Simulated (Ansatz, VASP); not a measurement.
# GaN in VASP and in Ansatz

File INCAR:

```
SYSTEM = GaN
ALGO = Normal
EDIFF = 1E-6
ENCUT = 520
GGA = RP
ISIF = 2
ISMEAR = -1
LASPH = .True.
LCHARG = .False.
LREAL = .False.
LWAVE = .False.
NBANDS = 16
NELM = 80
PREC = Accurate
SIGMA = 0.05
```

File KPOINTS:

```
k-points
0
Gamma
  10 10 10
  0 0 0
```

POSCAR

```
GaN
1.0
    0.0000000000      2.2831553320      2.2831553320
    2.2831553320      0.0000000000      2.2831553320
    2.2831553320      2.2831553320      0.0000000000
Ga N
1 1
Direct
    0.0000000000      0.0000000000      0.0000000000
    0.2500000000      0.2500000000      0.2500000000
```

input.yaml

```yaml
crystal:
  lattice:
    - [0.0, 2.283155332, 2.283155332]
    - [2.283155332, 0.0, 2.283155332]
    - [2.283155332, 2.283155332, 0.0]
  atoms:
    - { symbol: Ga, position: [0.0, 0.0, 0.0] }
    - { symbol: "N", position: [0.25, 0.25, 0.25] }
hamiltonian:
  xc: rpbe
  pseudopotentials: { kind: paw }
kpoints:
  mp_grid: { grid: [10, 10, 10] }
scf:
  occupations: { method: fermi_dirac, width: 0.05 }
output:
  forces: true
  stress: true
  eigenvalues: true
  write_density: true
  write_potential: true
  elf: true
  volumetric_format: npy
```

Alike in both runs: task single point; functional RPBE; k mesh 10 × 10 × 10; occupations fermi-dirac, width 0.05 eV; no spin polarisation.

```csv
,VASP,Ansatz
version,VASP 6.6.1,Ansatz 0.2.0
potentials or method,"VASP PAW PBE potentials, release 64 (Ga_d, N)",Ansatz PAW
plane-wave cutoff (eV),520,420
valence electrons in the cell,18,18
```

```tsv
	VASP	Ansatz	Ansatz less VASP
gap on the k mesh at the Fermi level (eV)	1.52	1.51	-0.019
least direct gap on the mesh (eV)	1.52	1.51	-0.019
pressure (GPa)	1.8	1.9	+0.11
```

VASP's potentials were made for PBE, not for RPBE.
